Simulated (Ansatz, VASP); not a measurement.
# SiO2: VASP beside Ansatz

```
Si O
1.0
     4.26370    0.00000    0.00000
     0.00000    4.26370    0.00000
     0.00000    0.00000    2.66780
Si O
2 4
Direct
  0.00000 0.00000 0.00000
  0.50000 0.50000 0.50000
  0.30670 0.30670 0.00000
  0.19330 0.80670 0.50000
  0.69330 0.69330 0.00000
  0.80670 0.19330 0.50000
```

Change from the starting cell: equal xx and yy strain of +2 %, crystal datasets.

Alike in both runs: task electric field gradients; functional PBE; k mesh 6 × 6 × 9; occupations fermi-dirac, width 0.03 eV; no spin polarisation.

|  | VASP | Ansatz |
| --- | --- | --- |
| version | VASP 6.6.1 | Ansatz 0.2.0 |
| potentials or method | VASP PAW PBE potentials, release 64 (Si, O), cutoff 520 eV | all-electron PAW with datasets made for the crystal, scalar-relativistic |

```csv
,VASP,Ansatz,Ansatz less VASP
gap on the k mesh at the Fermi level (eV),4.99,5.02,+0.029
pressure (GPa),-0.6,-0.7,-0.15
"traceless stress, the component that is largest in VASP (GPa)",4.82,4.37,-0.450
rms of the force components (eV/Å),0.081,0.091,+0.0105
size of Vzz on the site where it differs most (V/Å²),29.4,26.4,-2.99
```

Atom by atom the forces differ by 0.010 eV/Å (rms over components). Ansatz ran all-electron here, and VASP with PAW potentials.
